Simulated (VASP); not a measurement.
# Al2O3 (P-6m2) in VASP: notebook

The runs below take Al2O3 through single point, with PBE+D3(BJ).

Program: VASP 6.6.1. These are calculated values, not measurements. Logs are shortened: lines on timing, memory, paths and dates and some standing lists are left out, and cuts for length are marked.

**1. The cell of the first run**

Symmetry: P-6m2, No. 187, hexagonal system. Conventional cell: a = 2.884 Å, b = 2.884 Å, c = 9.337 Å, α = 90.00°, β = 90.00°, γ = 120.00°. Within 2.4 Å of Al (site symmetry 3m) lie 6 O at 1.80 to 2.18 Å. Within 2.4 Å of O (site symmetry 3m) lie 3 Al at 1.80 Å. Within 2.9 Å of O (site symmetry -6m2) lie 6 Al at 2.18 Å and 12 O at 2.66 to 2.88 Å.

**2. Single point, PBE+D3(BJ)**

The input, INCAR:

```
PREC     = Accurate       # precision mode
ENCUT    = 520            # plane-wave cutoff, eV
EDIFF    = 1E-7           # SCF threshold, eV
ISMEAR   = 0              # smearing method
SIGMA    = 0.1            # smearing width, eV
LREAL    = False          # projectors in reciprocal space
LASPH    = True           # aspherical terms in the spheres
NELM     = 60             # most SCF steps
ALGO     = Normal         # electronic algorithm
ISIF     = 2              # what is computed and relaxed
LWAVE    = False          # write WAVECAR
LCHARG   = True           # write CHGCAR
GGA      = PE             # functional
IVDW     = 12             # dispersion correction
LELF     = True           # ELF
LVHAR    = True         
NBANDS   = 20             # bands
```

The input, KPOINTS:

```
regular mesh
0
Gamma
  6 6 2
```

The input, POSCAR:

```
Al2O3
1.0
    2.8843249483      0.0000000000      0.0000000000
   -1.4421624742      2.4978986780      0.0000000000
    0.0000000000      0.0000000000      9.3367544600
Al O
2 3
Direct
    0.0000000000      0.0000000000      0.1499923300
    0.0000000000      0.0000000000      0.8500076700
    0.3333333300      0.6666666700      0.2223169200
    0.6666666700      0.3333333300      0.0000000000
    0.3333333300      0.6666666700      0.7776830800
```

Potentials or basis: VASP PAW PBE potentials, release 64 (Al, O).

Launch:

```
> cat potpaw_PBE.64/Al/POTCAR potpaw_PBE.64/O/POTCAR > POTCAR
> mpirun -np 1 vasp_std > vasp.out
```

OUTCAR:

```text
PREC = Accurate
   ENCUT = 520
   EDIFF = 1E-7
   ISMEAR = 0
   LREAL = False
   LASPH = True
   NELM = 60
   ISIF = 2
   GGA = PE
   IVDW = 12
 IVDW          = 12

 ion  position               nearest neighbor table
   1  0.000  0.000  0.150-   3 1.80   3 1.80   3 1.80   4 2.18   4 2.18   4 2.18   2 2.80
   2  0.000  0.000  0.850-   5 1.80   5 1.80   5 1.80   4 2.18   4 2.18   4 2.18   1 2.80
   3  0.333  0.667  0.222-   1 1.80   1 1.80   1 1.80
   4  0.667  0.333  0.000-   1 2.18   2 2.18   1 2.18   2 2.18   1 2.18   2 2.18
   5  0.333  0.667  0.778-   2 1.80   2 1.80   2 1.80

  LATTYP: Found a hexagonal cell.
 ALAT       =     2.8843249483
 C/A-ratio  =     3.2370674689

  Lattice vectors:

 A1 = (   2.8843249483,   0.0000000000,   0.0000000000)
 A2 = (  -1.4421624742,   2.4978986780,   0.0000000000)
 A3 = (   0.0000000000,   0.0000000000,   9.3367544600)

Analysis of symmetry for initial positions (statically):
=====================================================================
 Subroutine PRICEL returns:
 Original cell was already a primitive cell.

 Routine SETGRP: Setting up the symmetry group for a
 hexagonal supercell.

 Subroutine GETGRP returns: Found 12 space group operations
 (whereof 12 operations were pure point group operations)
 out of a pool of 24 trial point group operations.

The static configuration has the point symmetry D_3h.

Analysis of symmetry for dynamics (positions and initial velocities):
=====================================================================
 Subroutine PRICEL returns:
 Original cell was already a primitive cell.

 Routine SETGRP: Setting up the symmetry group for a
 hexagonal supercell.

 Subroutine GETGRP returns: Found 12 space group operations
 (whereof 12 operations were pure point group operations)
 out of a pool of 24 trial point group operations.

The dynamic configuration has the point symmetry D_3h.

 Subroutine INISYM returns: Found 12 space group operations
 (whereof 12 operations are pure point group operations),
 and found     1 'primitive' translations

----------------------------------------------------------------------------------------

                                     Primitive cell

  volume of cell :      67.2690

  direct lattice vectors                    reciprocal lattice vectors
     2.884324948  0.000000000  0.000000000     0.346701574  0.200168247  0.000000000
    -1.442162474  2.497898678  0.000000000     0.000000000  0.400336494  0.000000000
     0.000000000  0.000000000  9.336754460     0.000000000  0.000000000  0.107103598

  length of vectors
     2.884324948  2.884324948  9.336754460     0.400336494  0.400336494  0.107103598

  position of ions in fractional coordinates (direct lattice)
     0.000000000  0.000000000  0.149992330
     0.000000000  0.000000000  0.850007670
     0.333333330  0.666666670  0.222316920
     0.666666670  0.333333330  0.000000000
     0.333333330  0.666666670  0.777683080

  ion indices of the primitive-cell ions
   primitive index   ion index
                 1           1
                 2           2
                 3           3
                 4           4
                 5           5

----------------------------------------------------------------------------------------

 KPOINTS: regular mesh

Automatic generation of k-mesh.
 Grid dimensions read from file:
 generate k-points for:    6    6    2

 Generating k-lattice:

  Cartesian coordinates                     Fractional coordinates (reciprocal lattice)
     0.057783596  0.033361375  0.000000000     0.166666667  0.000000000  0.000000000
     0.000000000  0.066722749  0.000000000     0.000000000  0.166666667  0.000000000
     0.000000000  0.000000000  0.053551799     0.000000000  0.000000000  0.500000000

  Length of vectors
     0.066722749  0.066722749  0.053551799

  Shift w.r.t. Gamma in fractional coordinates (k-lattice)
     0.000000000  0.000000000  0.000000000

 Subroutine IBZKPT returns following result:
 ===========================================

 Found     14 irreducible k-points:

 Following reciprocal coordinates:
            Coordinates               Weight
  0.000000  0.000000  0.000000      1.000000
  0.166667  0.000000  0.000000      6.000000
  0.333333 -0.000000  0.000000      6.000000
  0.500000  0.000000  0.000000      3.000000
  0.166667  0.166667  0.000000      6.000000
  0.333333  0.166667  0.000000     12.000000
  0.333333  0.333333  0.000000      2.000000
  0.000000  0.000000  0.500000      1.000000
  0.166667  0.000000  0.500000      6.000000
  0.333333 -0.000000  0.500000      6.000000
  0.500000  0.000000  0.500000      3.000000
  0.166667  0.166667  0.500000      6.000000
  0.333333  0.166667  0.500000     12.000000
  0.333333  0.333333  0.500000      2.000000
   k-points           NKPTS =     14   k-points in BZ     NKDIM =     14   number of bands    NBANDS=     20
   number of dos      NEDOS =    301   number of ions     NIONS =      5
   total plane-waves  NPLWV =  40320
   dimension x,y,z NGX =    24 NGY =   24 NGZ =   70
   dimension x,y,z NGXF=    48 NGYF=   48 NGZF=  140
   ions per type =               2   3
   NGX,Y,Z   is equivalent  to a cutoff of  13.83, 13.83, 12.46 a.u.
   NGXF,Y,Z  is equivalent  to a cutoff of  27.67, 27.67, 24.93 a.u.
 SYSTEM =  unknown system
   PREC   = accura    normal or accurate (medium, high low for compatibility)
   ISTART =      0    job   : 0-new  1-cont  2-samecut
   ICHARG =      2    charge: 1-file 2-atom 10-const
   ISPIN  =      1    spin polarized calculation?
   LNONCOLLINEAR =      F non collinear calculations
   LSORBIT =      F    spin-orbit coupling
   LASPH  =      T    aspherical Exc in radial PAW
   ENCUT  =  520.0 eV  38.22 Ry    6.18 a.u.   5.36  5.36 17.36*2*pi/ulx,y,z
   NELM   =     60;   NELMIN=  2; NELMDL= -5     # of ELM steps
   EDIFF  = 0.1E-06   stopping-criterion for ELM
   LREAL  =      F    real-space projection
   EDIFFG = 0.1E-05   stopping-criterion for IOM
   NSW    =      0    number of steps for IOM
   IBRION =     -1    ionic relax: 0-MD 1-quasi-New 2-CG
   NFREE  =      0    steps in history (QN), initial steepest desc. (CG)
   ISIF   =      2    stress and relaxation
   ISYM   =      2    0-nonsym 1-usesym 2-fastsym
   POTIM  = 0.5000    time-step for ionic-motion
   TEBEG  =    0.0;   TEEND  =   0.0 temperature during run
   PSTRESS=    0.0 pullay stress
   NELECT =      24.0000    total number of electrons
   NUPDOWN=      -1.0000    fix difference up-down
   EMIN   =  10.00;   EMAX   =-10.00  energy-range for DOS
   EFERMI =   0.00;   METHOD = LEGACY
   ISMEAR =     0;   SIGMA  =   0.10  broadening in eV -4-tet -1-fermi 0-gaus
   EFERMI_NEDOS =   21; number of points for ismear=-14 and -15
   IALGO  =     38    algorithm
   IMIX   =      4    mixing-type and parameters
     AMIX     =   0.40;   BMIX     =  1.00
     AMIX_MAG =   1.60;   BMIX_MAG =  1.00
  volume/ion in A,a.u.               =      13.45        90.79
  Fermi-wavevector in a.u.,A,eV,Ry     =   1.161111  2.194181 18.343074  1.348178
  Thomas-Fermi vector in A             =   2.297686
   LORBIT       =      0    0 simple, 1 ext, 2 COOP (PROOUT), +10 PAW based schemes
   GGA     = PE    functional components
   LHFCALC =     F    Hartree Fock is set to
   AEXX    =    0.0000 exact exchange contribution
   IVDW    =    12    specifies the selected vdW correction
   LEPSILON=     F    determine dielectric tensor
   LRPA    =     F    only Hartree local field effects (RPA)
 non-spin polarized calculation
 Gauss-broadening in eV      SIGMA  =   0.10
  energy-cutoff  :      520.00
  volume of cell :       67.27
 maximum number of plane-waves:      1846
 NGX is ok and might be reduce to    24
   NGX = 11   NGY = 11   NGZ = 35

 number of electron      23.9999983 magnetization

 Free energy of the ion-electron system (eV)
  ---------------------------------------------------
  ext. energy  EPLUGINS =         0.00000000
  ---------------------------------------------------
  free energy    TOTEN  =       -36.38426053 eV

  energy without entropy =      -36.38426053  energy(sigma->0) =      -36.38426053

 E-fermi :   1.3387     XC(G=0):  -8.5310

 val. band max:        0.8768135845   @ k =   0.1667   0.0000   0.0000
 cond. band min:       5.6509526549   @ k =   0.0000   0.0000   0.0000
 fundamental gap:      4.7741390704
 Fermi energy:         1.3387247706

 k-point     1 :       0.0000    0.0000    0.0000
  band No.  band energies     occupation
      1     -17.8167      2.00000
      2     -16.8010      2.00000
      3     -15.6197      2.00000
      4      -4.0782      2.00000
      5      -1.2335      2.00000
      6      -0.5953      2.00000
[... 12 lines left out ...]
     19      15.7582      0.00000
     20      15.7622      0.00000

 k-point     2 :       0.1667    0.0000    0.0000
  band No.  band energies     occupation
      1     -17.4885      2.00000
      2     -16.5594      2.00000
      3     -15.5075      2.00000
      4      -3.9302      2.00000
      5      -2.1457      2.00000
      6      -1.4243      2.00000
[... 12 lines left out ...]
     19      14.0944      0.00000
     20      15.0504      0.00000

 k-point     3 :       0.3333   -0.0000    0.0000
  band No.  band energies     occupation
      1     -16.6710      2.00000
      2     -16.0235      2.00000
      3     -15.3559      2.00000
      4      -4.3355      2.00000
      5      -4.1307      2.00000
      6      -2.8441      2.00000
[... 12 lines left out ...]
     19      13.7357      0.00000
     20      14.6201      0.00000

 k-point     4 :       0.5000    0.0000    0.0000
  band No.  band energies     occupation
      1     -16.0394      2.00000
      2     -15.7218      2.00000
      3     -15.4489      2.00000
      4      -5.0515      2.00000
      5      -4.9016      2.00000
      6      -3.4912      2.00000
[... 199 lines left out ...]
 k-point    13 :       0.3333    0.1667    0.5000
  band No.  band energies     occupation
      1     -16.1079      2.00000
      2     -15.7309      2.00000
      3     -15.3818      2.00000
      4      -4.6141      2.00000
      5      -4.5267      2.00000
      6      -3.2853      2.00000
[... 12 lines left out ...]
     19      14.0276      0.00000
     20      14.8155      0.00000

 k-point    14 :       0.3333    0.3333    0.5000
  band No.  band energies     occupation
      1     -15.6130      2.00000
      2     -15.5918      2.00000
      3     -15.5822      2.00000
      4      -4.5781      2.00000
      5      -4.1650      2.00000
      6      -3.1926      2.00000
[... 12 lines left out ...]
     19      13.8180      0.00000
     20      14.0933      0.00000

------------------------ aborting loop because EDIFF is reached ----------------------------------------

 Edisp (eV)   -0.83397

 E8    (eV) :    -0.3216

  FORCE on cell =-STRESS in cart. coord.  units (eV):
  Direction    XX          YY          ZZ          XY          YZ          ZX
  --------------------------------------------------------------------------------------
  -------------------------------------------------------------------------------------
  Total      -0.79245    -0.79245    -0.60452     0.00000     0.00000     0.00000
  in kB     -18.87416   -18.87416   -14.39804     0.00000     0.00000     0.00000
  external pressure =      -17.38 kB  Pullay stress =        0.00 kB

 VOLUME and BASIS-vectors are now :
 -----------------------------------------------------------------------------
  energy-cutoff  :      520.00
  volume of cell :       67.27
      direct lattice vectors                 reciprocal lattice vectors
     2.884324948  0.000000000  0.000000000     0.346701574  0.200168247  0.000000000
    -1.442162474  2.497898678  0.000000000     0.000000000  0.400336494  0.000000000
     0.000000000  0.000000000  9.336754460     0.000000000  0.000000000  0.107103598

 POSITION                                       TOTAL-FORCE (eV/Angst)
 -----------------------------------------------------------------------------------
      0.00000      0.00000      1.40044         0.000000     -0.000000     -0.068695
      0.00000      0.00000      7.93631         0.000000     -0.000000      0.068695
     -0.00000      1.66527      2.07572        -0.000000      0.000000     -0.025157
      1.44216      0.83263      0.00000         0.000000     -0.000000      0.000000
     -0.00000      1.66527      7.26104        -0.000000      0.000000      0.025157
 -----------------------------------------------------------------------------------
    total drift:                                0.000018     -0.000010      0.000000

  FREE ENERGIE OF THE ION-ELECTRON SYSTEM (eV)
  ---------------------------------------------------
  free  energy   TOTEN  =       -37.2182272029 eV

  energy  without entropy=      -37.2182272029  energy(sigma->0) =      -37.21822720
```

Wall time 15 s (1 thread of AMD EPYC 9R45 (Zen 5), shared host); peak memory 0.17 GiB.

What came out:

```
Free energy                : -37.2182 eV
Pressure                   : -1.7 GPa
Largest force              : 0.069 eV/Å
Band gap on the k mesh     : 4.77 eV (least direct gap 5.01 eV)
Dispersion energy per atom : -0.167 eV
```

Forces on the atoms (eV/Å):
```
Al   0.000  0.000 -0.069
Al   0.000  0.000  0.069
O    0.000  0.000 -0.025
O    0.000  0.000  0.000
O    0.000  0.000  0.025
```

Stress tensor (GPa, compression positive):
```
-1.89  0.00  0.00
 0.00 -1.89  0.00
 0.00  0.00 -1.44
```

A k mesh can miss the band edges.

**3. Single point, PBE+D3(BJ)**

This run uses another cell than the first one, of 10.40 Å³/atom.

The input, INCAR:

```
PREC = Accurate ; ENCUT = 520
EDIFF = 1E-7 ; ISMEAR = 0
SIGMA = 0.02 ; LREAL = F
LASPH = T ; NELM = 80
ALGO = Normal ; ISIF = 2
LWAVE = F ; LCHARG = T
GGA = PE ; IVDW = 12
LELF = T ; LVHAR = T
NBANDS = 20
```

The input, KPOINTS:

```
regular mesh
0
Gamma
  12 12 4
```

The input, POSCAR:

```
Al2O3
1.0
    2.8673640938      0.0000000000      0.0000000000
   -1.4336820469      2.4832101471      0.0000000000
    0.0000000000      0.0000000000      7.3010935880
Al O
2 3
Direct
    0.0000000000      0.0000000000      0.1906388090
    0.0000000000      0.0000000000      0.8093611910
    0.3333333333      0.6666666667      0.2839314063
    0.6666666667      0.3333333333      0.0000000000
    0.3333333333      0.6666666667      0.7160685937
```

Potentials or basis: VASP PAW PBE potentials, release 64 (Al, O).

Launch:

```
> cat potpaw_PBE.64/Al/POTCAR potpaw_PBE.64/O/POTCAR > POTCAR
> mpirun -np 1 vasp_std > vasp.out
```

Run time: 36 s. Hardware: 1 thread of AMD EPYC 9R45 (Zen 5), shared host; peak memory 0.18 GiB.

Results (log left out):

* Free energy: -37.3159 eV
* Pressure: 0.0 GPa
* Largest force: 0.037 eV/Å
* Band gap on the k mesh: 4.54 eV (least direct gap 4.67 eV)
* Dispersion energy per atom: -0.194 eV

Forces on the atoms (eV/Å):
```
Al   0.000  0.000  0.037
Al   0.000  0.000 -0.037
O    0.000  0.000 -0.029
O    0.000  0.000  0.000
O    0.000  0.000  0.029
```

Stress tensor (GPa, compression positive):
```
 0.17  0.00  0.00
 0.00  0.17  0.00
 0.00  0.00 -0.28
```

Levels at points of the mesh, in eV from the valence-band top:
```tsv
k point	band 10	band 11	band 12	band 13	band 14	band 15
(0.00, 0.00, 0.00)	-0.80	-0.80	-0.13	4.54	7.55	8.36
(0.50, 0.00, 0.00)	-1.27	-1.01	-0.86	7.56	8.73	8.90
(0.00, 0.00, 0.50)	-0.83	-0.79	-0.79	5.03	7.18	8.19
(0.50, 0.00, 0.50)	-1.25	-1.24	-0.56	7.68	8.58	9.18
```

**4. Single point, PBE+D3(BJ)**

This run uses another cell than the first one, of 10.40 Å³/atom.

The input, INCAR:

```
SYSTEM = Al2O3
  PREC = Accurate
  ENCUT = 520
  EDIFF = 1E-7
  ISMEAR = 0
  SIGMA = 0.05
  LREAL = .FALSE.
  LASPH = .TRUE.
  NELM = 80
  ALGO = Normal
  ISIF = 2
  LWAVE = .FALSE.
  LCHARG = .FALSE.
  GGA = PE
  IVDW = 12
  NBANDS = 20
```

The input, KPOINTS:

```
Automatic mesh
0
G
  12 12 4
  0 0 0
```

POSCAR is that of step 3.

Launch:

```
> cat potpaw_PBE.64/Al/POTCAR potpaw_PBE.64/O/POTCAR > POTCAR
> mpirun -np 1 vasp_std > vasp.out
```

Wall time 34 s (1 thread of AMD EPYC 9R45 (Zen 5), shared host); peak memory 0.18 GiB.

It converged, with:

- Free energy: -37.3159 eV
- Pressure: 0.0 GPa
- Largest force: 0.037 eV/Å
- Band gap on the k mesh: 4.54 eV (least direct gap 4.67 eV)
- Dispersion energy per atom: -0.194 eV

Forces in eV/Å, atoms in the order of the input:
```
Al   0.000  0.000  0.037
Al   0.000  0.000 -0.037
O    0.000  0.000 -0.029
O    0.000  0.000  0.000
O    0.000  0.000  0.029
```

Stress tensor (GPa, compression positive):
```
 0.17  0.00  0.00
 0.00  0.17  0.00
 0.00  0.00 -0.28
```

Levels at points of the mesh, in eV from the valence-band top:
| k point | band 10 | band 11 | band 12 | band 13 | band 14 | band 15 |
| --- | --- | --- | --- | --- | --- | --- |
| (0.00, 0.00, 0.00) | -0.80 | -0.80 | -0.13 | 4.54 | 7.55 | 8.36 |
| (0.50, 0.00, 0.00) | -1.27 | -1.01 | -0.86 | 7.56 | 8.73 | 8.90 |
| (0.00, 0.00, 0.50) | -0.83 | -0.79 | -0.79 | 5.03 | 7.18 | 8.19 |
| (0.50, 0.00, 0.50) | -1.25 | -1.24 | -0.56 | 7.68 | 8.58 | 9.18 |

**5. The runs side by side**

```csv
cell,k mesh,smearing,gap on the mesh (eV),pressure (GPa),largest force (eV/Å)
"a = 2.884, b = 2.884, c = 9.337 Å, angles 90.0, 90.0, 120.0°, 5 atoms, atomic positions A",6 × 6 × 2,gaussian 0.1 eV,4.77,-1.7,0.07
"a = 2.867, b = 2.867, c = 7.301 Å, angles 90.0, 90.0, 120.0°, 5 atoms, atomic positions B",12 × 12 × 4,gaussian 0.02 eV,4.54,0.0,0.04
"a = 2.867, b = 2.867, c = 7.301 Å, angles 90.0, 90.0, 120.0°, 5 atoms, atomic positions B",12 × 12 × 4,gaussian 0.05 eV,4.54,0.0,0.04
```

Alike in all rows: task single point; level PBE+D3(BJ); potentials or basis VASP PAW PBE potentials, release 64 (Al, O); no spin polarisation; cutoff (eV) 520.

Total energies depend on the potentials used, so only differences within one code and one set of settings carry meaning.
